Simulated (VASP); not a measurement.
Here is a VASP 6.6.1 calculation.

INCAR

```
SYSTEM = Ba
PREC     = Accurate       ! precision mode
ENCUT    = 520            ! plane-wave cutoff, eV
EDIFF    = 1E-7           ! SCF threshold, eV
ISMEAR   = 0              ! smearing method
SIGMA    = 0.15           ! smearing width, eV
LREAL    = .FALSE.        ! projectors in reciprocal space
LASPH    = .TRUE.         ! aspherical terms in the spheres
NELM     = 100            ! most SCF steps
ALGO     = Fast           ! electronic algorithm
ISIF     = 2              ! what is computed and relaxed
LWAVE    = .FALSE.        ! write WAVECAR
LCHARG   = .FALSE.        ! write CHGCAR
GGA      = PS             ! functional
NBANDS   = 11             ! bands
```

The input KPOINTS:

```
regular mesh
0
G
  14 14 14
  0 0 0
```

File POSCAR:

```
Ba
1.0
   -2.5000000000      2.5000000000      2.6000000000
    2.5000000000     -2.5000000000      2.6000000000
    2.5000000000      2.5000000000     -2.6000000000
Ba
1
Direct
    0.0000000000      0.0000000000      0.0000000000
```

Potentials or basis: VASP PAW PBE potentials, release 64 (Ba_sv).

Command:

```bash
$ cat potpaw_PBE.64/Ba_sv/POTCAR > POTCAR
$ mpirun -np 1 vasp_std > vasp.out
```

Task: What does it give for the band gap on the k mesh?

Result: Zero (bands 5 and 6 overlap by 0.88 eV).

Task: Estimate the pressure.

Result: -0.8 GPa.

Stress tensor (GPa, compression positive):
```
-0.78  0.00  0.00
 0.00 -0.78  0.00
 0.00  0.00 -0.91
```

Caveat: the cell differs from its parent crystal (strain +0.000 along x and y, +0.040 along z); the PAW data sets were made with another functional, which shifts forces and pressure a little; spin-orbit coupling is left out, which moves the levels of the heavy elements.
